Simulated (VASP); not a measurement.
# Bi (P2/m) in VASP: single point with PBEsol

Aim: the single point of Bi with PBEsol.

Program: VASP 6.6.1. These are calculated values, not measurements. Logs are shortened: lines on timing, memory, paths and dates and some standing lists are left out, and cuts for length are marked.

## (1) The cell of the first run

It takes space group P2/m (No. 10, monoclinic). Conventional cell: a = 3.151 Å, b = 3.226 Å, c = 3.226 Å, α = 90.00°, β = 90.12°, γ = 90.00°. Within 4.1 Å of Bi (site symmetry 2/m) lie 6 Bi at 3.15 to 3.23 Å.

## (2) Single point, PBEsol (uniaxial strain along a: -3.0 %, then relaxed in part)

File INCAR:

```
SYSTEM = Bi
PREC = Accurate
ENCUT = 520
EDIFF = 1E-7
ISMEAR = 0
SIGMA = 0.1
LREAL = .FALSE.
LASPH = .TRUE.
NELM = 100
ALGO = Normal
ISIF = 2
LWAVE = .FALSE.
LCHARG = .FALSE.
GGA = PS
NBANDS = 22
```

File KPOINTS:

```
Automatic mesh
0
G
  14 14 8
  0 0 0
```

File POSCAR:

```
Bi
1.0
    3.1507309641      0.0000000000     -0.0000502475
    0.0000000000      3.2259229238      0.0000000000
   -0.0137619722      0.0000000000      6.4525362577
Bi
2
Direct
    0.4999267083      0.0000000000      0.2500061912
    0.5000732917      0.0000000000      0.7499938088
```

Potentials or basis: VASP PAW PBE potentials, release 64 (Bi_d).

Launch:

```
cat potpaw_PBE.64/Bi_d/POTCAR > POTCAR
mpirun -np 1 vasp_std > vasp.out
```

OUTCAR:

```text
SYSTEM = Bi
   PREC = Accurate
   ENCUT = 520
   EDIFF = 1E-7
   ISMEAR = 0
   LREAL = .FALSE.
   LASPH = .TRUE.
   NELM = 100
   ISIF = 2
   GGA = PS

 ion  position               nearest neighbor table
   1  0.500  0.000  0.250-   2 3.23   2 3.23
   2  0.500  0.000  0.750-   1 3.23   1 3.23

  LATTYP: Found a simple monoclinic cell.
 ALAT       =     3.1507309645
 B/A-ratio  =     1.0238649254
 C/A-ratio  =     2.0479536356
 COS(beta)  =    -0.0021487434

  Lattice vectors:

 A1 = (   3.1507309641,   0.0000000000,  -0.0000502475)
 A2 = (   0.0000000000,   3.2259229238,   0.0000000000)
 A3 = (  -0.0137619722,   0.0000000000,   6.4525362577)

Analysis of symmetry for initial positions (statically):
=====================================================================
 Subroutine PRICEL returns:
 Original cell was already a primitive cell.

 Routine SETGRP: Setting up the symmetry group for a
 simple monoclinic supercell.

 Subroutine GETGRP returns: Found  4 space group operations
 (whereof  4 operations were pure point group operations)
 out of a pool of  4 trial point group operations.

The static configuration has the point symmetry C_2h.

Analysis of symmetry for dynamics (positions and initial velocities):
=====================================================================
 Subroutine PRICEL returns:
 Original cell was already a primitive cell.

 Routine SETGRP: Setting up the symmetry group for a
 simple monoclinic supercell.

 Subroutine GETGRP returns: Found  4 space group operations
 (whereof  4 operations were pure point group operations)
 out of a pool of  4 trial point group operations.

The dynamic configuration has the point symmetry C_2h.

 Subroutine INISYM returns: Found  4 space group operations
 (whereof  4 operations are pure point group operations),
 and found     1 'primitive' translations

----------------------------------------------------------------------------------------

                                     Primitive cell

  volume of cell :      65.5837

  direct lattice vectors                    reciprocal lattice vectors
     3.150730964  0.000000000 -0.000050248     0.317386678  0.000000000  0.000676922
     0.000000000  3.225922924  0.000000000     0.000000000  0.309988807  0.000000000
    -0.013761972  0.000000000  6.452536258     0.000002472  0.000000000  0.154977825

  length of vectors
     3.150730965  3.225922924  6.452550933     0.317387400  0.309988807  0.154977825

[... 72 lines left out ...]
   ISTART =      0    job   : 0-new  1-cont  2-samecut
   ICHARG =      2    charge: 1-file 2-atom 10-const
   ISPIN  =      1    spin polarized calculation?
   LNONCOLLINEAR =      F non collinear calculations
   LSORBIT =      F    spin-orbit coupling
   LASPH  =      T    aspherical Exc in radial PAW
   ENCUT  =  520.0 eV  38.22 Ry    6.18 a.u.   5.86  6.00 12.00*2*pi/ulx,y,z
   NELM   =    100;   NELMIN=  2; NELMDL= -5     # of ELM steps
   EDIFF  = 0.1E-06   stopping-criterion for ELM
   LREAL  =      F    real-space projection
   EDIFFG = 0.1E-05   stopping-criterion for IOM
   NSW    =      0    number of steps for IOM
   IBRION =     -1    ionic relax: 0-MD 1-quasi-New 2-CG
   NFREE  =      0    steps in history (QN), initial steepest desc. (CG)
   ISIF   =      2    stress and relaxation
   ISYM   =      2    0-nonsym 1-usesym 2-fastsym
   POTIM  = 0.5000    time-step for ionic-motion
   TEBEG  =    0.0;   TEEND  =   0.0 temperature during run
   PSTRESS=    0.0 pullay stress
   NELECT =      30.0000    total number of electrons
   NUPDOWN=      -1.0000    fix difference up-down
   EMIN   =  10.00;   EMAX   =-10.00  energy-range for DOS
   EFERMI =   0.00;   METHOD = LEGACY
   ISMEAR =     0;   SIGMA  =   0.10  broadening in eV -4-tet -1-fermi 0-gaus
   EFERMI_NEDOS =   21; number of points for ismear=-14 and -15
   IALGO  =     38    algorithm
   IMIX   =      4    mixing-type and parameters
     AMIX     =   0.40;   BMIX     =  1.00
     AMIX_MAG =   1.60;   BMIX_MAG =  1.00
  volume/ion in A,a.u.               =      32.79       221.29
  Fermi-wavevector in a.u.,A,eV,Ry     =   1.261392  2.383685 21.648356  1.591109
  Thomas-Fermi vector in A             =   2.394853
   LORBIT       =      0    0 simple, 1 ext, 2 COOP (PROOUT), +10 PAW based schemes
   GGA     = PS    functional components
   LHFCALC =     F    Hartree Fock is set to
   AEXX    =    0.0000 exact exchange contribution
   IVDW    =     0    specifies the selected vdW correction
   LEPSILON=     F    determine dielectric tensor
   LRPA    =     F    only Hartree local field effects (RPA)
 non-spin polarized calculation
 Gauss-broadening in eV      SIGMA  =   0.10
  energy-cutoff  :      520.00
  volume of cell :       65.58
 maximum number of plane-waves:      1794
   NGX = 11   NGY = 11   NGZ = 23

 number of electron      30.0000017 magnetization

 Free energy of the ion-electron system (eV)
  ---------------------------------------------------
  ext. energy  EPLUGINS =         0.00000000
  ---------------------------------------------------
  free energy    TOTEN  =        -8.54429752 eV

  energy without entropy =       -8.53950338  energy(sigma->0) =       -8.54190045

 E-fermi :   6.9211     XC(G=0): -10.0628

 val. band max:        6.9199387998   @ k =   0.5000   0.2857   0.3750
 cond. band min:       6.9257179916   @ k =   0.2143   0.0000   0.5000
 fundamental gap:      0.0057791918
 Fermi energy:         6.9210626164

 k-point     1 :       0.0000    0.0000    0.0000
  band No.  band energies     occupation
      1     -16.0061      2.00000
      2     -15.9799      2.00000
      3     -15.9618      2.00000
      4     -15.7003      2.00000
      5     -15.6895      2.00000
      6     -15.6850      2.00000
[... 589 lines left out ...]
     21      16.7542      0.00000
     22      16.9666      0.00000

 [... further k-points ...]
[... 5 lines left out ...]
  --------------------------------------------------------------------------------------
  -------------------------------------------------------------------------------------
  Total        1.3727429     -0.0291872     -0.0330781      0.0000000      0.0000000      0.0094457
  in kB       33.5354430     -0.7130285     -0.8080812      0.0000000      0.0000000      0.2307533
  external PRESSURE =      10.6714444 kB  Pullay stress =       0.0000000 kB

 VOLUME and BASIS-vectors are now :
 -----------------------------------------------------------------------------
  energy-cutoff  :      520.00
  volume of cell :       65.58
      direct lattice vectors                 reciprocal lattice vectors
     3.150730964  0.000000000 -0.000050248     0.317386678  0.000000000  0.000676922
     0.000000000  3.225922924  0.000000000     0.000000000  0.309988807  0.000000000
    -0.013761972  0.000000000  6.452536258     0.000002472  0.000000000  0.154977825

 POSITION                                       TOTAL-FORCE (eV/Angst)
 -----------------------------------------------------------------------------------
      1.57169      0.00000      1.61315         0.000041      0.000000     -0.000146
      1.56528      0.00000      4.83934        -0.000041      0.000000      0.000146
 -----------------------------------------------------------------------------------
    total drift:                                0.000000     -0.000000      0.000000

  FREE ENERGIE OF THE ION-ELECTRON SYSTEM (eV)
  ---------------------------------------------------
  free  energy   TOTEN  =        -8.5442975244 eV

  energy  without entropy=       -8.5395033809  energy(sigma->0) =       -8.54190045
```

OSZICAR:

```text
N       E                     dE             d eps       ncg     rms          rms(c)
DAV:   1     0.306698284987E+03    0.30670E+03   -0.16243E+04 20468   0.168E+03
DAV:   2     0.173745698949E+02   -0.28932E+03   -0.28174E+03 20728   0.441E+02
DAV:   3    -0.767080886421E+01   -0.25045E+02   -0.24715E+02 24890   0.142E+02
DAV:   4    -0.852010150339E+01   -0.84929E+00   -0.84866E+00 24652   0.286E+01
DAV:   5    -0.855611022012E+01   -0.36009E-01   -0.36007E-01 29090   0.529E+00    0.879E-01
DAV:   6    -0.854700461795E+01    0.91056E-02   -0.21108E-02 26356   0.169E+00    0.496E-01
DAV:   7    -0.854437345171E+01    0.26312E-02   -0.99214E-03 27474   0.122E+00    0.120E-01
DAV:   8    -0.854429842557E+01    0.75026E-04   -0.88886E-04 25184   0.364E-01    0.994E-03
DAV:   9    -0.854429869116E+01   -0.26559E-06   -0.29971E-05 29422   0.469E-02    0.493E-03
DAV:  10    -0.854429731173E+01    0.13794E-05   -0.19595E-06 25044   0.146E-02    0.875E-04
DAV:  11    -0.854429756897E+01   -0.25724E-06   -0.30481E-07 20960   0.685E-03    0.571E-04
DAV:  12    -0.854429752440E+01    0.44572E-07   -0.39272E-08 13016   0.276E-03
   1 F= -.85442975E+01 E0= -.85419005E+01  d E =-.479414E-02
```

Wall time 2.1 min (1 thread of Intel Xeon 6975P-C (Granite Rapids), shared host); peak memory 0.57 GiB.

Results:

| Quantity | Value |
| --- | --- |
| Free energy | -8.5443 eV |
| Pressure | 1.1 GPa |
| Band gap on the k mesh | zero (band 15 reaches 10.84 eV, above the bottom of band 16 at 4.62 eV) |

Stress tensor (GPa, compression positive):
```
 3.35  0.00  0.02
 0.00 -0.07  0.00
 0.02  0.00 -0.08
```

Levels at points of the mesh, in eV from the Fermi level:
```tsv
k point	band 11	band 12	band 13	band 14	band 15	band 16	band 17	band 18	band 19	band 20
(0.00, 0.00, 0.00)	-13.40	-11.43	-5.20	3.10	3.10	3.75	5.03	5.71	6.48	7.82
(0.50, 0.00, 0.00)	-11.16	-9.21	-5.25	-3.37	-3.07	2.66	5.28	5.29	7.34	9.60
(0.00, 0.50, 0.00)	-11.43	-9.49	-5.20	-3.29	-3.28	2.58	5.03	5.71	7.78	9.83
(0.50, 0.50, 0.00)	-9.21	-7.22	-3.37	-3.07	-1.60	-1.27	-1.26	2.66	5.37	5.37
(0.00, 0.00, 0.50)	-12.63	-12.63	-1.95	-1.95	3.92	3.92	4.58	4.58	7.76	7.77
(0.50, 0.00, 0.50)	-10.41	-10.41	-4.48	-4.48	0.30	0.30	5.33	5.33	6.17	6.17
(0.00, 0.50, 0.50)	-10.68	-10.68	-4.41	-4.41	0.06	0.07	5.29	5.29	6.60	6.60
(0.50, 0.50, 0.50)	-8.46	-8.46	-2.62	-2.62	-2.30	-2.30	2.28	2.28	3.43	3.43
```

Caveat: the cell differs from its parent crystal (uniaxial strain along a: -3.0 %, then relaxed in part); the PAW data sets were made with another functional, which shifts forces and pressure a little; spin-orbit coupling is left out, which moves the levels of the heavy elements.
